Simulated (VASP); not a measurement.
Wanted: the native input for a VASP 6.6.1 run.

```yaml
Task: single point
Functional: PBE
Potentials_or_basis: VASP PAW PBE potentials, release 64 (Ga_d, Ge_d, Sb)
Cutoff: 520 eV
k_mesh: 12 × 12 × 4
Occupations: gaussian, width 0.1 eV
Spin: no spin polarisation
Dipole_correction: no
Further_INCAR_settings: ALGO = Normal; EDIFF = 1e-07; NBANDS = 47
```

The structure of GaGeSb2 lies in POSCAR:

```
GaGeSb2
1.0
    4.0737637432      0.0000000000      0.0000000000
   -2.0368818716      3.5279828906      0.0000000000
    0.0000000000      0.0000000000     13.8869656732
Ga Ge Sb
2 2 4
Direct
    0.3333333333      0.6666666667      0.7500000000
    0.6666666667      0.3333333333      0.2500000000
    0.0000000000      0.0000000000      0.5000000000
    0.0000000000      0.0000000000      0.0000000000
    0.3333333333      0.6666666667      0.3768503290
    0.6666666667      0.3333333333      0.8768503290
    0.6666666667      0.3333333333      0.6231496710
    0.3333333333      0.6666666667      0.1231496710
```

These files were run (other wordings do the same):

INCAR

```
PREC     = Accurate       # precision mode
ENCUT    = 520            # plane-wave cutoff, eV
EDIFF    = 1E-7           # SCF threshold, eV
ISMEAR   = 0              # smearing method
SIGMA    = 0.1            # smearing width, eV
LREAL    = False          # projectors in reciprocal space
LASPH    = True           # aspherical terms in the spheres
NELM     = 60             # most SCF steps
ALGO     = Normal         # electronic algorithm
ISIF     = 2              # what is computed and relaxed
LWAVE    = False          # write WAVECAR
LCHARG   = True           # write CHGCAR
GGA      = PE             # functional
LELF     = True           # ELF
LVHAR    = True         
NBANDS   = 47             # bands
```

KPOINTS

```
Automatic mesh
0
Gamma
  12 12 4
```

Potentials or basis: VASP PAW PBE potentials, release 64 (Ga_d, Ge_d, Sb).

Run with:

```sh
$ cat potpaw_PBE.64/Ga_d/POTCAR potpaw_PBE.64/Ge_d/POTCAR potpaw_PBE.64/Sb/POTCAR > POTCAR
$ mpirun -np 1 vasp_std > vasp.out
```

It gave:

The pressure is 0.0 GPa. The band gap on the k mesh is zero (bands 37 and 38 overlap by 2.26 eV).

Caveat: spin-orbit coupling is left out, which moves the levels of the heavy elements.

Run time: 8.6 min on 1 thread of Intel(R) Xeon(R) Platinum 8124M CPU @ 3.00GHz (Skylake/Cascade Lake), with other jobs on the host, peak memory 0.62 GiB.
